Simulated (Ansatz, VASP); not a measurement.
## One calculation of B3N4, two programs

```
CELL_PARAMETERS angstrom
5.01078 0.00000 0.00000
-1.25270 3.37591 0.00000
0.00000 0.00000 23.44094
ATOMIC_POSITIONS crystal
N 0.02252 0.09009 0.17064
N 0.52252 0.09009 0.17064
N 0.30695 0.22778 0.26105
N 0.80695 0.22778 0.26105
N 0.08665 0.34663 0.35335
N 0.58665 0.34663 0.35335
N 0.71871 0.62488 0.50514
N 0.71871 0.62488 0.55207
B 0.28421 0.13682 0.20075
B 0.78421 0.13682 0.20075
B 0.06735 0.26942 0.28955
B 0.56735 0.26942 0.28955
B 0.34371 0.37488 0.38142
B 0.84371 0.37488 0.38142
```

Alike in both runs: task single point; functional PBE; dispersion D3(BJ); k mesh 6 × 8 × 1; occupations gaussian, width 0.05 eV; no spin polarisation.

|  | VASP | Ansatz |
| --- | --- | --- |
| version | VASP 6.6.1 | Ansatz 0.2.0 |
| potentials or method | VASP PAW PBE potentials, release 64 (N, B), cutoff 520 eV | scalar-relativistic, plane waves, PAW |
| valence electrons in the cell | 58 | 58 |

|  | VASP | Ansatz | Ansatz less VASP |
| --- | --- | --- | --- |
| gap on the k mesh at the Fermi level (eV) | none | none | - |
| rms of the force components (eV/Å) | 1.200 | 1.096 | -0.1043 |

A gap of «none» marks a metal or a gap that the smearing closes. Ansatz's warnings: vacuum below fermi.

Noted on VASP's run: the standard files for N, O and F lose accuracy on very short bonds.
